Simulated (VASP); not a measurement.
**BP: single point with PBE**

The system is BP.

```xyz
2
Lattice="0.0000 2.2742 2.2742 2.2742 0.0000 2.2742 2.2742 2.2742 0.0000" Properties=species:S:1:pos:R:3 pbc="T T T"
B     0.0000    0.0000    0.0000
P     1.1371    1.1371    1.1371
```

```yaml
Program: VASP 6.6.1
Task: single point
Functional: PBE
Potentials_or_basis: VASP PAW PBE potentials, release 64 (B, P)
Cutoff: 520 eV
k_mesh: 10 × 10 × 10
Occupations: fermi-dirac, width 0.02 eV
Spin: no spin polarisation
Dipole_correction: no
Further_INCAR_settings: ALGO = Normal; EDIFF = 1e-06; NBANDS = 11
```

```json
{
 "Pressure": "-0.2 GPa",
 "Band gap on the k mesh": "1.25 eV, indirect (least direct gap 3.39 eV)"
}
```

Levels at points of the mesh, in eV from the valence-band top:
```
           k point  band 1  band 2  band 3  band 4  band 5  band 6  band 7  band 8
(0.00, 0.00, 0.00)  -15.40    0.00    0.00    0.00    3.39    3.39    3.39    7.27
(0.50, 0.00, 0.00)  -12.10   -8.98   -1.75   -1.75    3.74    4.71    4.71   10.10
(0.50, 0.50, 0.00)  -10.58   -8.55   -4.09   -4.09    1.35    1.67   12.06   12.06
```

Run time: 4.2 s on 1 thread of Intel Xeon 6975P-C, on a shared host, peak memory 0.13 GiB.

A k mesh can miss the band edges. As with any semilocal functional, this PBE gap is likely too small.
